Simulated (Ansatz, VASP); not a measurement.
# Pt in VASP and in Ansatz

```xyz
2
Lattice="2.7930 0.0000 0.0000 -1.3965 2.4188 0.0000 0.0000 0.0000 4.8412" Properties=species:S:1:pos:R:3 pbc="T T T"
Pt    1.2988    0.8063    3.6309
Pt    0.0977    1.6126    1.2103
```

Change from the starting cell: mode 1 frozen in at -0.097 Å, equal normal strain along x, y and z +0.0125.

Alike in both runs: task single point; functional PBE; k mesh 18 × 18 × 10; occupations gaussian, width 0.15 eV; no spin polarisation.

|  | VASP | Ansatz |
| --- | --- | --- |
| version | VASP 6.6.1 | Ansatz 0.2.0 |
| potentials or method | VASP PAW PBE potentials, release 64 (Pt), cutoff 520 eV | scalar-relativistic, plane waves, PAW |
| valence electrons in the cell | 20 | 36 |

|  | VASP | Ansatz | Ansatz less VASP |
| --- | --- | --- | --- |
| gap on the k mesh at the Fermi level (eV) | none | none | - |
| pressure (GPa) | -8.2 | -7.8 | +0.41 |
| traceless stress, the component that is largest in VASP (GPa) | 0.90 | 0.97 | +0.076 |
| rms of the force components (eV/Å) | 0.053 | 0.053 | +0.0003 |

Atom by atom the forces differ by 0.000 eV/Å (rms over components). A gap of «none» marks a metal or a gap that the smearing closes. The functional is the same, so the differences come from potentials, cutoffs and numerics. VASP's potentials hold 20 valence electrons a cell and Ansatz's 36, so a difference there can come from the potentials and not from the codes.

Spin-orbit coupling is off throughout.
